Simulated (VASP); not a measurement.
The system is Ru.

```xyz
1
Lattice="-1.5267 1.5267 1.5267 1.5267 -1.5267 1.5267 1.5267 1.5267 -1.5267" Properties=species:S:1:pos:R:3 pbc="T T T"
Ru    0.0000    0.0000    0.0000
```

| Quantity | Value |
| --- | --- |
| Program | VASP 6.6.1 |
| Task | relaxation of cell and atoms |
| Functional | r2SCAN |
| Potentials or basis | VASP PAW PBE potentials, release 64 (Ru_pv) |
| Cutoff | 600 eV |
| k mesh | 20 × 20 × 20 |
| Occupations | gaussian, width 0.1 eV |
| Spin | no spin polarisation |

At the start: pressure -5.0 GPa; volume 14.23 Å³/atom.

**Question.** How do energy, volume and symmetry change on relaxing?

**Answer.** Over 3 steps the energy falls by 3.8 meV/atom and the volume is 14.00 Å³/atom (-1.7 %); space group Im-3m (No. 229, to 0.05 Å).

Step by step:
```
step  energy change (eV)  largest force (eV/Å)  pressure (GPa)  volume (Å³)
   1              0.0000                0.0000           -4.98        14.23
   2              0.0280                0.0000           16.43        13.34
   3             -0.0038                0.0000           -0.05        14.00
```

Final structure:
```
CELL_PARAMETERS angstrom
-1.51821 1.51821 1.51821
1.51821 -1.51821 1.51821
1.51821 1.51821 -1.51821
ATOMIC_POSITIONS crystal
Ru 0.00000 0.00000 0.00000
```

Caveat: the PAW data sets were made with another functional, which shifts forces and pressure a little.
